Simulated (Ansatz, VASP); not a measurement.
# Two plane-wave programs on KNaF2

Contents of POSCAR:

```
KNaF2
1.0
    1.7036371264      0.9835953537      5.6967881503
   -1.7036371264      0.9835953537      5.6967881503
    0.0000000000     -1.9671907070      5.6967881503
Na K F
1 1 2
Direct
    1.0000000000      0.0000000000      0.0000000000
    0.5000000000      0.5000000000      0.5000000000
    0.2610994597      0.2610994597      0.2610994597
    0.7389005403      0.7389005403      0.7389005403
```

Contents of INCAR.step1:

```
SYSTEM = KNaF2
ALGO = Normal ; EDIFF = 1E-4
ENCUT = 520 ; GGA = PE
ISMEAR = 0 ; LASPH = .TRUE.
LCHARG = .FALSE. ; LREAL = .FALSE.
LWAVE = .TRUE. ; NBANDS = 23
NELM = 100 ; PREC = Accurate
SIGMA = 0.01
```

The input INCAR.step2:

```
SYSTEM = KNaF2
ALGO = Normal ; EDIFF = 1E-7
ENCUT = 520 ; ISIF = 2
ISMEAR = 0 ; ISTART = 1
LASPH = .TRUE. ; LCHARG = .FALSE.
LMIXTAU = .TRUE. ; LREAL = .FALSE.
LWAVE = .FALSE. ; METAGGA = R2SCAN
NBANDS = 23 ; NELM = 100
PREC = Accurate ; SIGMA = 0.01
```

KPOINTS

```
k-points
0
G
  8 8 8
  0 0 0
```

Input for Ansatz:

```yaml
crystal:
  lattice:
    - [1.7036371264, 0.9835953537, 5.6967881503]
    - [-1.7036371264, 0.9835953537, 5.6967881503]
    - [0.0, -1.967190707, 5.6967881503]
  atoms:
    - { symbol: Na, position: [1.0, 0.0, 0.0] }
    - { symbol: K, position: [0.5, 0.5, 0.5] }
    - { symbol: F, position: [0.2610994597, 0.2610994597, 0.2610994597] }
    - { symbol: F, position: [0.7389005403, 0.7389005403, 0.7389005403] }
kpoints:
  mp_grid: { grid: [8, 8, 8] }
hamiltonian:
  xc: r2scan
scf:
  occupations: { method: fixed }
  n_extra_bands: 5
output:
  forces: true
  stress: true
  eigenvalues: true
```

Alike in both runs: task single point; functional r2SCAN; k mesh 8 × 8 × 8; no spin polarisation.

|  | VASP | Ansatz |
| --- | --- | --- |
| version | VASP 6.6.1 | Ansatz 0.2.0 |
| potentials or method | VASP PAW PBE potentials, release 64 (Na_pv, K_sv, F) | plane waves, PAW |
| plane-wave cutoff (eV) | 520 | 500 |
| occupations | gaussian, width 0.01 eV | fixed |
| valence electrons in the cell | 30 | 32 |

```tsv
	VASP	Ansatz	Ansatz less VASP
gap on the k mesh at the Fermi level (eV)	7.35	7.34	-0.015
pressure (GPa)	2.9	3.2	+0.21
traceless stress, the component that is largest in VASP (GPa)	0.30	0.26	-0.033
rms of the force components (eV/Å)	0.052	0.036	-0.0156
```

VASP's potentials were made for PBE, not for r2SCAN. Atom by atom the forces differ by 0.016 eV/Å (rms over components). VASP's potentials hold 30 valence electrons a cell and Ansatz's 32, so a difference there can come from the potentials and not from the codes.
